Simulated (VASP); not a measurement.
Runs of VASP 6.6.1 on SnTe3. The structure is that of space group Fm-3m (No. 225), or close to it. The cells are those of the table. 

| task | level | cell | cutoff (eV) | gap on the mesh (eV) | pressure (GPa) | relaxed volume (Å³/atom) |
| --- | --- | --- | --- | --- | --- | --- |
| single point | r2SCAN | a = 5.477 Å, angles 60.0°, 4 atoms | 550 | none | 0.0 | - |
| relaxation of cell and atoms | RPBE | relaxed from a = 5.461 Å, angles 60.0°, 4 atoms | 500 | none | 0.0 | (a) |
| single point | PBEsol | a = 5.376 Å, angles 60.0°, 4 atoms | 500 | none | 0.0 | - |
| relaxation of cell and atoms | PBEsol | relaxed from a = 5.461 Å, angles 60.0°, 4 atoms | 500 | none | 0.0 | 27.46 |
| single point | PBE | a = 5.478 Å, angles 60.0°, 4 atoms | 500 | none | -0.1 | - |
| single point | RPBE | a = 5.532 Å, angles 60.0°, 4 atoms | 500 | none | -0.1 | - |
| relaxation of cell and atoms | r2SCAN | relaxed from a = 5.461 Å, angles 60.0°, 4 atoms | 550 | none | 0.0 | 29.02 |
| relaxation of cell and atoms | PBE | relaxed from a = 5.461 Å, angles 60.0°, 4 atoms | 500 | none | 0.0 | 29.03 |

Alike in all rows: potentials or basis VASP PAW PBE potentials, release 64 (Sn_d, Te); no spin polarisation; k mesh 4 × 4 × 4; smearing fermi-dirac 0.1 eV.

Task: Fill in the values left out.

Result: (a) 29.85.

Caveats: spin-orbit coupling is left out, which moves the levels of the heavy elements; the PAW data sets were made with another functional, which shifts forces and pressure a little (some runs).

A k mesh can miss the band edges, and the runs leave out spin-orbit coupling on Sn, Te.

A gap of «none» marks levels without a gap at the run's occupations.
